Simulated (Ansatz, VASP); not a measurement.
**Two plane-wave programs on Hf**

INCAR

```
SYSTEM = Hf
  PREC = Accurate
  ENCUT = 520
  EDIFF = 1E-6
  ISMEAR = 0
  SIGMA = 0.15
  LREAL = .FALSE.
  LASPH = .TRUE.
  NELM = 80
  ALGO = Normal
  ISIF = 2
  LWAVE = .FALSE.
  LCHARG = .FALSE.
  GGA = PE
  NBANDS = 11
```

The input KPOINTS:

```
regular mesh
0
G
  18 18 18
  0 0 0
```

Contents of POSCAR:

```
Hf
1.0
    0.0000000000      2.1312000000      2.2200000000
    2.1312000000      0.0000000000      2.2200000000
    2.1312000000      2.1312000000      0.0000000000
Hf
1
Direct
    0.0000000000      0.0000000000      0.0000000000
```

Input for Ansatz:

```yaml
crystal:
  lattice:
    - [0.0, 2.1312, 2.22]
    - [2.1312, 0.0, 2.22]
    - [2.1312, 2.1312, 0.0]
  atoms:
    - { symbol: Hf, position: [0.0, 0.0, 0.0] }
basis:
  ecutwfc: 420
kpoints:
  mp_grid: { grid: [18, 18, 18] }
hamiltonian:
  xc: pbe
scf:
  occupations: { method: gaussian, width: 0.15 }
output:
  forces: true
  stress: true
  eigenvalues: true
```

Change from the starting cell: strain -0.040 along x and y, +0.000 along z, atoms carried along.

Alike in both runs: task single point; functional PBE; k mesh 18 × 18 × 18; occupations gaussian, width 0.15 eV; no spin polarisation.

|  | VASP | Ansatz |
| --- | --- | --- |
| version | VASP 6.6.1 | Ansatz 0.2.0 |
| potentials or method | VASP PAW PBE potentials, release 64 (Hf_pv), cutoff 520 eV | scalar-relativistic, plane waves, PAW |
| valence electrons in the cell | 10 | 26 |

|  | VASP | Ansatz | Ansatz less VASP |
| --- | --- | --- | --- |
| gap on the k mesh at the Fermi level (eV) | none | none | - |
| pressure (GPa) | 13.2 | 13.7 | +0.46 |
| traceless stress, the component that is largest in VASP (GPa) | -1.66 | -1.65 | +0.019 |

A gap of «none» marks a metal or a gap that the smearing closes. With one functional, cell and mesh, what is left measures potentials, basis and numerics. VASP's potentials hold 10 valence electrons a cell and Ansatz's 26, so a difference there can come from the potentials and not from the codes.

Spin-orbit coupling is off throughout.
